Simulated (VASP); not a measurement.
# Bi2Te3 (P-1) in VASP: electric field gradients with PBEsol

Aim: the electric field gradients of Bi2Te3 with PBEsol.

Program: VASP 6.6.1. These are calculated values, not measurements. Logs are shortened: lines on timing, memory, paths and dates and some standing lists are left out, and cuts for length are marked.

## (1) The cell of the first run

The typed cell holds 5 atoms: a = 10.588 Å, b = 10.443 Å, c = 10.404 Å, α = 23.97°, β = 24.42°, γ = 24.07°.

## (2) Electric field gradients, PBEsol (equal xy, yz and zx shear strains of +3 %)

The input, INCAR:

```
SYSTEM = Bi2Te3
  PREC = Accurate
  ENCUT = 520
  EDIFF = 1E-8
  ISMEAR = -1
  SIGMA = 0.08
  LREAL = .FALSE.
  LASPH = .TRUE.
  NELM = 80
  ALGO = Normal
  ISIF = 2
  LWAVE = .FALSE.
  LCHARG = .FALSE.
  GGA = PS
  LEFG = .TRUE.
  NBANDS = 32
  KPAR = 4
```

The input, KPOINTS:

```
Automatic mesh
0
G
  7 7 7
  0 0 0
```

The input, POSCAR:

```
Bi2Te3
1.0
    2.3644775503      1.4515095211     10.2175569503
   -2.0215235665      1.3857195043     10.1517669336
    0.1145011661     -2.3797738754     10.1276861161
Bi Te
2 3
Direct
    0.4000000000      0.4000000000      0.4000000000
    0.6000000000      0.6000000000      0.6000000000
    0.0000000000      0.0000000000      0.0000000000
    0.2095000000      0.2095000000      0.2095000000
    0.7905000000      0.7905000000      0.7905000000
```

Potentials or basis: VASP PAW PBE potentials, release 64 (Bi_d, Te).

Started as:

```console
> cat potpaw_PBE.64/Bi_d/POTCAR potpaw_PBE.64/Te/POTCAR > POTCAR
> mpirun -np 4 vasp_std > vasp.out
```

OUTCAR:

```text
SYSTEM = Bi2Te3
   PREC = Accurate
   ENCUT = 520
   EDIFF = 1E-8
   ISMEAR = -1
   LREAL = .FALSE.
   LASPH = .TRUE.
   NELM = 80
   ISIF = 2
   GGA = PS

 ion  position               nearest neighbor table
   1  0.400  0.400  0.400-   5 3.04   5 3.06   5 3.12   3 3.21   3 3.24   3 3.30
   2  0.600  0.600  0.600-   4 3.04   4 3.06   4 3.12   3 3.21   3 3.24   3 3.30
   3  0.000  0.000  0.000-   2 3.21   1 3.21   1 3.24   2 3.24   2 3.30   1 3.30
   4  0.209  0.209  0.209-   2 3.04   2 3.06   2 3.12   5 3.59   5 3.64
   5  0.791  0.791  0.791-   1 3.04   1 3.06   1 3.12   4 3.59   4 3.64

  LATTYP: Found a triclinic cell.
 ALAT       =     4.3869878561
 B/A-ratio  =     0.9868313715
 C/A-ratio  =     2.5532919977
 COS(alpha) =     0.0032494294
 COS(beta)  =     0.3710582144
 COS(gamma) =     0.4801591939

  Lattice vectors:

 A1 = (   4.3860011168,   0.0657900168,   0.0657900167)
 A2 = (   2.1360247326,  -3.7654933797,  -0.0240808175)
 A3 = (   4.2714999507,   2.4455638922, -10.0618960994)

Analysis of symmetry for initial positions (statically):
=====================================================================
 Subroutine PRICEL returns:
 Original cell was already a primitive cell.

 Routine SETGRP: Setting up the symmetry group for a
 triclinic supercell.

 Subroutine GETGRP returns: Found  2 space group operations
 (whereof  2 operations were pure point group operations)
 out of a pool of  2 trial point group operations.

The static configuration has the point symmetry S_2 .

Analysis of symmetry for dynamics (positions and initial velocities):
=====================================================================
 Subroutine PRICEL returns:
 Original cell was already a primitive cell.

 Routine SETGRP: Setting up the symmetry group for a
 triclinic supercell.

 Subroutine GETGRP returns: Found  2 space group operations
 (whereof  2 operations were pure point group operations)
 out of a pool of  2 trial point group operations.

The dynamic configuration has the point symmetry S_2 .

 Subroutine INISYM returns: Found  2 space group operations
 (whereof  2 operations are pure point group operations),
 and found     1 'primitive' translations

----------------------------------------------------------------------------------------

                                     Primitive cell

  volume of cell :     169.2442

  direct lattice vectors                    reciprocal lattice vectors
     2.364477550  1.451509521 10.217556950     0.225668244  0.127837438  0.027487515
    -2.021523566  1.385719504 10.151766934    -0.230530248  0.134579288  0.034229364
     0.114501166 -2.379773875 10.127686116     0.003407611 -0.263871120  0.036697052

  length of vectors
    10.587544758 10.443426064 10.404155914     0.260814360  0.269123446  0.266432455

  position of ions in fractional coordinates (direct lattice)
     0.400000000  0.400000000  0.400000000
     0.600000000  0.600000000  0.600000000
     0.000000000  0.000000000  0.000000000
     0.209500000  0.209500000  0.209500000
     0.790500000  0.790500000  0.790500000

  ion indices of the primitive-cell ions
   primitive index   ion index
                 1           1
                 2           2
                 3           3
                 4           4
                 5           5

----------------------------------------------------------------------------------------

 KPOINTS: Automatic mesh

Automatic generation of k-mesh.
 Grid dimensions read from file:
 generate k-points for:    7    7    7

 Generating k-lattice:

  Cartesian coordinates                     Fractional coordinates (reciprocal lattice)
     0.032238321  0.018262491  0.003926788     0.142857143 -0.000000000  0.000000000
    -0.032932893  0.019225613  0.004889909     0.000000000  0.142857143 -0.000000000
     0.000486802 -0.037695874  0.005242436     0.000000000  0.000000000  0.142857143

  Length of vectors
[... 42 lines left out ...]
   ions per type =               2   3
   NGX,Y,Z   is equivalent  to a cutoff of  12.56, 12.73, 12.78 a.u.
   NGXF,Y,Z  is equivalent  to a cutoff of  25.12, 25.47, 25.57 a.u.
 SYSTEM =  Bi2Te3
   PREC   = accura    normal or accurate (medium, high low for compatibility)
   ISTART =      0    job   : 0-new  1-cont  2-samecut
   ICHARG =      2    charge: 1-file 2-atom 10-const
   ISPIN  =      1    spin polarized calculation?
   LNONCOLLINEAR =      F non collinear calculations
   LSORBIT =      F    spin-orbit coupling
   LASPH  =      T    aspherical Exc in radial PAW
   ENCUT  =  520.0 eV  38.22 Ry    6.18 a.u.  19.69 19.42 19.34*2*pi/ulx,y,z
   NELM   =     80;   NELMIN=  2; NELMDL= -5     # of ELM steps
   EDIFF  = 0.1E-07   stopping-criterion for ELM
   LREAL  =      F    real-space projection
   EDIFFG = 0.1E-06   stopping-criterion for IOM
   NSW    =      0    number of steps for IOM
   IBRION =     -1    ionic relax: 0-MD 1-quasi-New 2-CG
   NFREE  =      0    steps in history (QN), initial steepest desc. (CG)
   ISIF   =      2    stress and relaxation
   ISYM   =      2    0-nonsym 1-usesym 2-fastsym
   POTIM  = 0.5000    time-step for ionic-motion
   TEBEG  =    0.0;   TEEND  =   0.0 temperature during run
   PSTRESS=    0.0 pullay stress
   NELECT =      48.0000    total number of electrons
   NUPDOWN=      -1.0000    fix difference up-down
   EMIN   =  10.00;   EMAX   =-10.00  energy-range for DOS
   EFERMI =   0.00;   METHOD = LEGACY
   ISMEAR =    -1;   SIGMA  =   0.08  broadening in eV -4-tet -1-fermi 0-gaus
   EFERMI_NEDOS =   21; number of points for ismear=-14 and -15
   IALGO  =     38    algorithm
   IMIX   =      4    mixing-type and parameters
     AMIX     =   0.40;   BMIX     =  1.00
     AMIX_MAG =   1.60;   BMIX_MAG =  1.00
  volume/ion in A,a.u.               =      33.85       228.42
  Fermi-wavevector in a.u.,A,eV,Ry     =   1.075600  2.032589 15.740778  1.156915
  Thomas-Fermi vector in A             =   2.211461
   LORBIT       =      0    0 simple, 1 ext, 2 COOP (PROOUT), +10 PAW based schemes
   GGA     = PS    functional components
   LHFCALC =     F    Hartree Fock is set to
   AEXX    =    0.0000 exact exchange contribution
   IVDW    =     0    specifies the selected vdW correction
   LEPSILON=     F    determine dielectric tensor
   LRPA    =     F    only Hartree local field effects (RPA)
 non-spin polarized calculation
  energy-cutoff  :      520.00
  volume of cell :      169.24
 maximum number of plane-waves:      4585
   NGX = 39   NGY = 39   NGZ = 39

 number of electron      48.0000004 magnetization

 Free energy of the ion-electron system (eV)
  ---------------------------------------------------
  ext. energy  EPLUGINS =         0.00000000
  ---------------------------------------------------
  free energy    TOTEN  =       -20.25288515 eV

  energy without entropy =      -20.25045031  energy(sigma->0) =      -20.25166773

 E-fermi :   6.1767     XC(G=0):  -9.4951

 val. band max:        6.0767160622   @ k =   0.0000   0.0000   0.0000
 cond. band min:       6.2728813274   @ k =   0.0000   0.0000   0.0000
 fundamental gap:      0.1961652651
 Fermi energy:         6.1767375481

 k-point     1 :       0.0000    0.0000    0.0000
  band No.  band energies     occupation
      1     -17.0449      2.00000
      2     -17.0438      2.00000
      3     -17.0410      2.00000
      4     -17.0399      2.00000
      5     -17.0331      2.00000
      6     -17.0324      2.00000
[... 829 lines left out ...]
     31      10.9193      0.00000
     32      11.2395      0.00000

 [... further k-points ...]
[... 5 lines left out ...]
  --------------------------------------------------------------------------------------
  -------------------------------------------------------------------------------------
  Total        0.3642540     -1.1960705     -0.7347843     -0.1673700     -1.6477203     -0.9240867
  in kB        3.4482692    -11.3227931     -6.9559532     -1.5844350    -15.5984078     -8.7480147
  external PRESSURE =      -4.9434924 kB  Pullay stress =       0.0000000 kB

 VOLUME and BASIS-vectors are now :
 -----------------------------------------------------------------------------
  energy-cutoff  :      520.00
  volume of cell :      169.24
      direct lattice vectors                 reciprocal lattice vectors
     2.364477550  1.451509521 10.217556950     0.225668244  0.127837438  0.027487515
    -2.021523566  1.385719504 10.151766934    -0.230530248  0.134579288  0.034229364
     0.114501166 -2.379773875 10.127686116     0.003407611 -0.263871120  0.036697052

 POSITION                                       TOTAL-FORCE (eV/Angst)
 -----------------------------------------------------------------------------------
      0.18298      0.18298     12.19880         0.042285      0.078363      0.039611
      0.27447      0.27447     18.29821        -0.042285     -0.078363     -0.039611
      0.00000      0.00000      0.00000         0.000000      0.000000     -0.000000
      0.09584      0.09584      6.38912         0.104882      0.191869      0.091323
      0.36162      0.36162     24.10789        -0.104882     -0.191869     -0.091323
 -----------------------------------------------------------------------------------
    total drift:                               -0.000000     -0.000000     -0.000000

  FREE ENERGIE OF THE ION-ELECTRON SYSTEM (eV)
  ---------------------------------------------------
  free  energy   TOTEN  =       -20.2528851457 eV

  energy  without entropy=      -20.2504503132  energy(sigma->0) =      -20.25166773

 Electric field gradients (V/A^2)
---------------------------------------------------------------------
 ion       V_xx      V_yy      V_zz      V_xy      V_xz      V_yz
---------------------------------------------------------------------
   1     -43.556    17.292    26.264    -0.162    26.960    53.149
   2     -43.556    17.292    26.264    -0.162    26.960    53.149
   3     -46.256   -46.076    92.332    20.125    16.053    17.691
   4      -8.330    -4.200    12.530    14.755    18.952    20.724
   5      -8.330    -4.200    12.530    14.755    18.952    20.724
---------------------------------------------------------------------

 Electric field gradients after diagonalization (V/A^2)
 (convention: |V_zz| > |V_xx| > |V_yy|)
----------------------------------------------------------------------
 ion       V_xx      V_yy      V_zz     asymmetry (V_yy - V_xx)/ V_zz
----------------------------------------------------------------------
   1     -58.831   -19.563    78.393       0.501
   2     -58.831   -19.563    78.393       0.501
   3     -66.299   -30.669    96.969       0.367
   4     -21.230   -17.498    38.728       0.096
   5     -21.230   -17.498    38.728       0.096
----------------------------------------------------------------------

           NMR quadrupolar parameters

 Cq : quadrupolar parameter    Cq=e*Q*V_zz/h
 eta: asymmetry parameters     (V_yy - V_xx)/ V_zz
 Q  : nuclear electric quadrupole moment in mb (millibarn)
----------------------------------------------------------------------
 ion       Cq(MHz)       eta       Q (mb)
----------------------------------------------------------------------
   1       0.190       0.501       1.000
   2       0.190       0.501       1.000
   3       0.234       0.367       1.000
   4       0.094       0.096       1.000
   5       0.094       0.096       1.000
----------------------------------------------------------------------
```

Wall time 15 min (4 MPI ranks of Intel Xeon Platinum 8488C (Sapphire Rapids), shared host); peak memory 1.5 GiB.

What came out:

- Free energy: -20.2529 eV
- Pressure: -0.5 GPa
- Largest force: 0.237 eV/Å
- Band gap on the k mesh: 0.20 eV, direct

Forces on the atoms (eV/Å):
```
Bi   0.042  0.078  0.040
Bi  -0.042 -0.078 -0.040
Te   0.000  0.000  0.000
Te   0.105  0.192  0.091
Te  -0.105 -0.192 -0.091
```

Electric field gradients, principal values (V/Å²):
```
atom    least   middle  greatest (by size)
1 Bi  -19.563  -58.831              78.393
2 Bi  -19.563  -58.831              78.393
3 Te  -30.669  -66.299              96.969
4 Te  -17.498  -21.230              38.728
5 Te  -17.498  -21.230              38.728
```

Caveat: the cell differs from its parent crystal (equal xy, yz and zx shear strains of +3 %); without QUAD_EFG the Cq values of the log hold for a quadrupole moment of 1 mb, not for the nuclei; the PAW data sets were made with another functional, which shifts forces and pressure a little; spin-orbit coupling is left out, which moves the levels of the heavy elements. A k mesh can miss the band edges.
